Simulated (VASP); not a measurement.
K3I2Br, 6 atoms in the cell. The structure is trigonal, space group P-3m1 (No. 164). The conventional cell has a = 4.947 Å, b = 4.947 Å, c = 12.031 Å, α = 90.00°, β = 90.00°, γ = 120.00°. K (site symmetry -3m) has 6 I at 3.54 Å within 4.7 Å. K (site symmetry 3m) has 3 Br at 3.39 Å and 3 I at 3.54 Å and 3 K at 4.64 Å within 4.7 Å. I (site symmetry 3m) has 6 K at 3.54 Å and 3 Br at 4.85 Å and 9 I at 4.95 to 5.07 Å within 5.1 Å. Br (site symmetry -3m) has 6 K at 3.39 Å within 4.5 Å. 

* Program: VASP 6.6.1
* Task: single point
* Functional: LDA
* Potentials or basis: VASP PAW LDA potentials, release 64 (K_sv, I, Br)
* Cutoff: 520 eV
* k mesh: 6 × 6 × 2
* Occupations: gaussian, width 0.05 eV
* Spin: no spin polarisation
* Dipole correction: no
* Further INCAR settings: ALGO = Normal; EDIFF = 1e-07; NBANDS = 33

Potentials or basis: VASP PAW LDA potentials, release 64 (K_sv, I, Br).

Launch:

```sh
$ cat potpaw_LDA.64/K_sv/POTCAR potpaw_LDA.64/I/POTCAR potpaw_LDA.64/Br/POTCAR > POTCAR
$ mpirun -np 1 vasp_std > vasp.out
```

Hardware: 1 thread of Intel(R) Xeon(R) Platinum 8488C (Sapphire Rapids), with other jobs on the host.

Question: How long does it take, and how much memory?

Answer: It took 120 s on 1 thread of Intel(R) Xeon(R) Platinum 8488C (Sapphire Rapids), with other jobs on the host, peak memory 0.36 GiB. Counts: scf iterations 15, k points 14.
